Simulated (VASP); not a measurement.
Wanted: the native input for a VASP 6.6.1 run.

```yaml
Task: relaxation of cell and atoms
Functional: LDA
Potentials_or_basis: VASP PAW LDA potentials, release 64 (Ir)
Cutoff: 600 eV
k_mesh: 24 × 24 × 24
Occupations: fermi-dirac, width 0.1 eV
Spin: no spin polarisation
Target_pressure: 1 GPa
Dipole_correction: no
Further_INCAR_settings: ALGO = Normal; EDIFF = 1e-06; IBRION = 2; EDIFFG = -0.002; NSW = 100; ISIF = 3
```

The structure of Ir lies in POSCAR:

```
Ir
1.0
    0.0000000000      1.9059006243      1.9059006243
    1.9059006243      0.0000000000      1.9059006243
    1.9059006243      1.9059006243      0.0000000000
Ir
1
Direct
    0.0000000000      0.0000000000      0.0000000000
```

One way to write it, as run:

INCAR

```
SYSTEM = Ir
ALGO = Normal
EDIFF = 1E-6
EDIFFG = -0.002
ENCUT = 600
IBRION = 2
ISIF = 3
ISMEAR = -1
LASPH = .True.
LCHARG = .False.
LREAL = .False.
LWAVE = .False.
NELM = 80
NSW = 100
PREC = Accurate
PSTRESS = 10.0
SIGMA = 0.1
```

KPOINTS

```
k-points
0
Gamma
  24 24 24
  0 0 0
```

Potentials or basis: VASP PAW LDA potentials, release 64 (Ir).

Launch:

```bash
$ cat potpaw_LDA.64/Ir/POTCAR > POTCAR
$ mpirun -np 1 vasp_std > vasp.out
```

It gave:

The relaxed volume is 13.90 Å³/atom. The relaxed cell is a = 2.699 Å, b = 2.699 Å, c = 2.699 Å, α = 60.00°, β = 60.00°, γ = 60.00°, the space group after relaxing (to 0.1 Å) is Fm-3m (No. 225) and the energy change on relaxing (the run minimises the enthalpy) is -0.7 meV/atom. The ionic steps are 3, the pressure after relaxing is 1.0 GPa and the band gap on the k mesh is zero (an odd number of electrons rules out a gap without spin polarisation).

Caveat: the cell is relaxed towards a set pressure, so the run minimises the enthalpy, not the energy; spin-orbit coupling is left out, which moves the levels of the heavy elements.

It took 59 s on 1 thread of AMD EPYC 9R45 96-Core Processor (Zen 5), with other jobs on the host, peak memory 0.16 GiB.
